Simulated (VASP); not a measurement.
Here is a VASP 6.6.1 calculation.

File INCAR:

```
  PREC = Accurate
  ENCUT = 520
  EDIFF = 1E-7
  ISMEAR = 0
  SIGMA = 0.05
  LREAL = False
  LASPH = True
  NELM = 80
  ALGO = Normal
  ISIF = 2
  LWAVE = False
  LCHARG = True
  GGA = PS
  LELF = True
  LVHAR = True
  NBANDS = 22
```

KPOINTS

```
regular mesh
0
Gamma
  4 4 2
```

File POSCAR:

```
F
1.0
    3.0348180758     -1.8011296567     -0.2340713509
    3.0348180758      1.8011296567     -0.2340713509
   -2.2649156051      0.0000000000      7.2059737687
F
4
Direct
    0.0848459664      0.0848459664      0.0940038325
    0.9151540336      0.9151540336      0.9059961675
    0.5015719855      0.5015719855      0.5937195244
    0.4984280145      0.4984280145      0.4062804756
```

Potentials or basis: VASP PAW PBE potentials, release 64 (F).

Command:

```bash
$ cat potpaw_PBE.64/F/POTCAR > POTCAR
$ mpirun -np 1 vasp_std > vasp.out
```

Problem. Estimate the band gap on the k mesh.

Solution. 2.89 eV, indirect (least direct gap 2.97 eV).

Problem. What does it give for the pressure?

Solution. -0.3 GPa.

Forces on the atoms (eV/Å):
```
F    0.037  0.000  0.084
F   -0.037  0.000 -0.084
F   -0.025  0.000  0.081
F    0.025  0.000 -0.081
```

Caveat: the k points lie up to 0.52 Å⁻¹ apart; the PAW data sets were made with another functional, which shifts forces and pressure a little. A hybrid or GW would open this gap; PBEsol tends to underestimate it.
